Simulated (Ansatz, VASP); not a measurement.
# Two plane-wave programs on MgS

```
Mg S
1.0
     6.98209    0.00000    0.00000
     0.00000    6.98209    0.00000
     0.00000    0.00000    6.98209
Mg S
8 8
Direct
  0.84131 0.65869 0.34131
  0.15869 0.34131 0.65869
  0.34131 0.65869 0.15869
  0.84131 0.84131 0.84131
  0.65869 0.15869 0.34131
  0.65869 0.34131 0.84131
  0.15869 0.15869 0.15869
  0.34131 0.84131 0.65869
  0.14199 0.85801 0.35801
  0.64199 0.64199 0.64199
  0.85801 0.35801 0.14199
  0.35801 0.14199 0.85801
  0.64199 0.85801 0.14199
  0.85801 0.14199 0.64199
  0.35801 0.35801 0.35801
  0.14199 0.64199 0.85801
```

Alike in both runs: functional PBE; k mesh 4 × 4 × 4; occupations gaussian, width 0.1 eV; no spin polarisation.

Ansatz relaxed the structure, and its values are those at the end. VASP's run is a single point on that final structure, the one shown.

|  | VASP | Ansatz |
| --- | --- | --- |
| version | VASP 6.6.1 | Ansatz 0.2.0 |
| potentials or method | VASP PAW PBE potentials, release 64 (Mg, S), cutoff 520 eV | scalar-relativistic, plane waves, PAW |
| valence electrons in the cell | 64 | 128 |

VASP gave:

```
gap on the k mesh at the Fermi level (eV) : 2.46
least direct gap on the mesh (eV)         : 2.46
pressure (GPa)                            : -0.1
rms of the force components (eV/Å)        : 0.015
```

Question: What did Ansatz give for the same quantities?

Answer: gap on the k mesh at the Fermi level (eV): 2.47; least direct gap on the mesh (eV): 2.47; pressure (GPa): 0.0; rms of the force components (eV/Å): 0.014.

The functional is the same, so the differences come from potentials, cutoffs and numerics. VASP's potentials hold 64 valence electrons a cell and Ansatz's 128, so a difference there can come from the potentials and not from the codes.
